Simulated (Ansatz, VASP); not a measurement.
Pt2Cl in VASP and in Ansatz

File INCAR:

```
  PREC = Accurate
  ENCUT = 600
  EDIFF = 1E-6
  ISMEAR = 0
  SIGMA = 0.1
  LREAL = False
  LASPH = True
  NELM = 100
  ALGO = Normal
  ISIF = 3
  LWAVE = False
  LCHARG = False
  GGA = PE
  IBRION = 2
  NSW = 80
  EDIFFG = -0.001
```

File KPOINTS:

```
regular mesh
0
Gamma
  12 12 6
```

POSCAR

```
Pt2Cl
1.0
    2.8000018573      0.0000000000      0.0000000000
   -1.4000009286      2.4248727391      0.0000000000
    0.0000000000      0.0000000000      7.4603747862
Pt Cl
2 1
Direct
    0.0000000000      0.0000000000      0.3293369740
    0.0000000000      0.0000000000      0.6706630260
    0.0000000000      0.0000000000      0.0000000000
```

Input for Ansatz:

```yaml
crystal:
  lattice:
    - [2.8000018573, 0.0, 0.0]
    - [-1.4000009286, 2.4248727391, 0.0]
    - [0.0, 0.0, 7.4603747862]
  atoms:
    - { symbol: Pt, position: [0.0, 0.0, 0.329336974] }
    - { symbol: Pt, position: [0.0, 0.0, 0.670663026] }
    - { symbol: Cl, position: [0.0, 0.0, 0.0] }
basis:
  ecutwfc: 420
kpoints:
  mp_grid: { grid: [12, 12, 6] }
hamiltonian:
  xc: pbe
scf:
  occupations: { method: gaussian, width: 0.1 }
output:
  forces: true
  stress: true
  eigenvalues: true
relax:
  adjacent_minimum: "off"
  f_tol: 0.001
  max_steps: 60
  cell: { stress_tol: 0.01 }
```

Alike in both runs: task relaxation of cell and atoms; functional PBE; k mesh 12 × 12 × 6; occupations gaussian, width 0.1 eV; no spin polarisation.

```csv
,VASP,Ansatz
version,VASP 6.6.1,Ansatz 0.2.0
potentials or method,"VASP PAW PBE potentials, release 64 (Pt, Cl), cutoff 600 eV","scalar-relativistic, plane waves, PAW"
valence electrons in the cell,27,43
```

VASP gave:

```
gap on the k mesh at the Fermi level, each at its own relaxed structure (eV) : none
relaxed volume (Å³/atom)                                                     : 16.86
relaxed cell length with the largest relative difference (Å)                 : 7.454
```

Question: Estimate Ansatz's values.

Answer: gap on the k mesh at the Fermi level, each at its own relaxed structure (eV): none; relaxed volume (Å³/atom): 16.88; relaxed cell length with the largest relative difference (Å): 7.460.

A gap of «none» marks a metal or a gap that the smearing closes. VASP's potentials hold 27 valence electrons a cell and Ansatz's 43, so a difference there can come from the potentials and not from the codes.

Neither program's run includes spin-orbit coupling.
